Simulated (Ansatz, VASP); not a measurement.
**One calculation of Ru, two programs**

INCAR

```
SYSTEM = Ru
ALGO     = Normal         ! electronic algorithm
EDIFF    = 1E-7           ! SCF threshold, eV
EDIFFG   = -0.04          ! ionic threshold
ENCUT    = 560            ! plane-wave cutoff, eV
GGA      = PE             ! functional
GGA_COMPAT= .FALSE.      
IBRION   = 2              ! ionic algorithm
ISIF     = 3              ! what is computed and relaxed
ISMEAR   = 0              ! smearing method
LASPH    = .TRUE.         ! aspherical terms in the spheres
LCHARG   = .FALSE.        ! write CHGCAR
LREAL    = .FALSE.        ! projectors in reciprocal space
LWAVE    = .FALSE.        ! write WAVECAR
NELM     = 120            ! most SCF steps
NELMIN   = 4            
NSW      = 90             ! ionic steps
PREC     = Accurate       ! precision mode
SIGMA    = 0.1            ! smearing width, eV
```

KPOINTS

```
k-points
0
G
  6 6 6
  0 0 0
```

The input POSCAR:

```
Ru
1.0
    1.5599797362      0.9006547206      3.7354709579
   -1.5599797362      0.9006547206      3.7354709579
    0.0000000000     -1.8013094413      3.7354709579
Ru
2
Direct
    0.0577000000      0.0577000000      0.0577000000
    0.9423000000      0.9423000000      0.9423000000
```

Input for Ansatz:

```yaml
crystal:
  lattice:
    - [1.5599797362, 0.9006547206, 3.7354709579]
    - [-1.5599797362, 0.9006547206, 3.7354709579]
    - [0.0, -1.8013094413, 3.7354709579]
  atoms:
    - { symbol: Ru, position: [0.0577, 0.0577, 0.0577] }
    - { symbol: Ru, position: [0.9423, 0.9423, 0.9423] }
basis:
  ecutwfc: 420
kpoints:
  mp_grid: { grid: [6, 6, 6] }
hamiltonian:
  xc: pbe
scf:
  occupations: { method: gaussian, width: 0.1 }
  lower_state_search: "off"
output:
  forces: true
  stress: true
  eigenvalues: true
relax:
  adjacent_minimum: "off"
  f_tol: 0.04
  max_steps: 70
  cell: { stress_tol: 0.4 }
```

Alike in both runs: task relaxation of cell and atoms; functional PBE; k mesh 6 × 6 × 6; occupations gaussian, width 0.1 eV; no spin polarisation.

```csv
,VASP,Ansatz
version,VASP 6.6.1,Ansatz 0.2.0
potentials or method,"VASP PAW PBE potentials, release 64 (Ru_sv), cutoff 560 eV","scalar-relativistic, plane waves, PAW"
valence electrons in the cell,32,32
```

|  | VASP | Ansatz | Ansatz less VASP |
| --- | --- | --- | --- |
| gap on the k mesh at the Fermi level, each at its own relaxed structure (eV) | none | none | - |
| relaxed volume (Å³/atom) | 14.62 | 14.63 | +0.006 |
| relaxed length of the cell vector where the two differ most in proportion (Å) | 4.851 | 4.859 | +0.0075 |

A gap of «none» marks a metal or a gap that the smearing closes.

The k mesh is coarse, so the values compare programs but aren't converged.
